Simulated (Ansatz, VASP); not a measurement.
**GeP5 in VASP and in Ansatz**

INCAR

```
  PREC = Accurate
  ENCUT = 520
  EDIFF = 1E-6
  ISMEAR = 0
  SIGMA = 0.1
  LREAL = F
  LASPH = T
  NELM = 80
  ALGO = Normal
  ISIF = 2
  LWAVE = F
  LCHARG = F
  GGA = PE
  NBANDS = 28
```

KPOINTS

```
Automatic mesh
0
Gamma
  3 3 4
```

File POSCAR:

```
GeP5
1.0
    5.9568059900      0.0000000000      0.0000000000
   -2.9784030000      5.1587453100      0.0000000000
    0.0000000000      0.0000000000      4.0669516300
Ge P
1 5
Direct
    0.6666666700      0.3333333300      0.5000000000
    0.1521055400      0.8478944600      0.0000000000
    0.1521055400      0.3042110900      0.0000000000
    0.6957889100      0.8478944600      0.0000000000
    0.3333333300      0.6666666700      0.0000000000
    0.0000000000      0.0000000000      0.5000000000
```

Input for Ansatz:

```yaml
crystal:
  lattice:
    - [5.95680599, 0.0, 0.0]
    - [-2.978403, 5.15874531, 0.0]
    - [0.0, 0.0, 4.06695163]
  atoms:
    - { symbol: Ge, position: [0.66666667, 0.33333333, 0.5] }
    - { symbol: P, position: [0.15210554, 0.84789446, 0.0] }
    - { symbol: P, position: [0.15210554, 0.30421109, 0.0] }
    - { symbol: P, position: [0.69578891, 0.84789446, 0.0] }
    - { symbol: P, position: [0.33333333, 0.66666667, 0.0] }
    - { symbol: P, position: [0.0, 0.0, 0.5] }
basis:
  ecutwfc: 420
kpoints:
  mp_grid: { grid: [3, 3, 4] }
hamiltonian:
  xc: pbe
scf:
  occupations: { method: gaussian, width: 0.1 }
  lower_state_search: "off"
output:
  forces: true
  stress: true
  eigenvalues: true
```

Alike in both runs: task single point; functional PBE; k mesh 3 × 3 × 4; occupations gaussian, width 0.1 eV; no spin polarisation.

|  | VASP | Ansatz |
| --- | --- | --- |
| version | VASP 6.6.1 | Ansatz 0.2.0 |
| potentials or method | VASP PAW PBE potentials, release 64 (Ge_d, P), cutoff 520 eV | scalar-relativistic, plane waves, PAW |
| valence electrons in the cell | 39 | 39 |

|  | VASP | Ansatz | Ansatz less VASP |
| --- | --- | --- | --- |
| gap on the k mesh at the Fermi level (eV) | none | none | - |
| pressure (GPa) | 12.4 | 12.8 | +0.38 |
| traceless stress, the component that is largest in VASP (GPa) | -14.71 | -15.05 | -0.338 |
| rms of the force components (eV/Å) | 2.649 | 2.710 | +0.0615 |

Atom by atom the forces differ by 0.062 eV/Å (rms over components). A gap of «none» marks a metal or a gap that the smearing closes. With one functional, cell and mesh, what is left measures potentials, basis and numerics.

The k mesh is coarse, so the values compare programs but aren't converged.
